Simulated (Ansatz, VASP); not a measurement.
# One calculation of Mg, two programs

INCAR

```
SYSTEM = Mg
PREC = Accurate
ENCUT = 520
EDIFF = 1E-6
ISMEAR = 0
SIGMA = 0.1
LREAL = .False.
LASPH = .True.
NELM = 100
ALGO = Normal
ISIF = 2
LWAVE = .False.
LCHARG = .True.
GGA = PE
LELF = .True.
LVHAR = .True.
NBANDS = 7
```

File KPOINTS:

```
Automatic mesh
0
Gamma
  9 9 8
  0 0 0
```

The input POSCAR:

```
Mg
1.0
    2.9359666176     -0.0838190255     -0.0660361007
   -1.5405727142      2.7727171270     -0.0553490348
   -0.0659178486     -0.1018548003      3.1974547795
Mg
1
Direct
    0.0000000000      0.0000000000      0.0000000000
```

Input for Ansatz:

```yaml
crystal:
  lattice:
    - [2.9359666176, -0.0838190255, -0.0660361007]
    - [-1.5405727142, 2.772717127, -0.0553490348]
    - [-0.0659178486, -0.1018548003, 3.1974547795]
  atoms:
    - { symbol: Mg, position: [0.0, 0.0, 0.0] }
basis:
  ecutwfc: 420
kpoints:
  mp_grid: { grid: [9, 9, 8] }
hamiltonian:
  xc: pbe
scf:
  occupations: { method: gaussian, width: 0.1 }
output:
  forces: true
  stress: true
  eigenvalues: true
```

Alike in both runs: task single point; functional PBE; k mesh 9 × 9 × 8; occupations gaussian, width 0.1 eV; no spin polarisation.

|  | VASP | Ansatz |
| --- | --- | --- |
| version | VASP 6.6.1 | Ansatz 0.2.0 |
| potentials or method | VASP PAW PBE potentials, release 64 (Mg), cutoff 520 eV | scalar-relativistic, plane waves, PAW |
| valence electrons in the cell | 2 | 10 |

```csv
,VASP,Ansatz,Ansatz less VASP
gap on the k mesh at the Fermi level (eV),none,none,-
pressure (GPa),0.5,0.6,+0.08
"traceless stress, the component that is largest in VASP (GPa)",2.97,2.98,+0.007
```

A gap of «none» marks a metal or a gap that the smearing closes. VASP's potentials hold 2 valence electrons a cell and Ansatz's 10, so a difference there can come from the potentials and not from the codes.
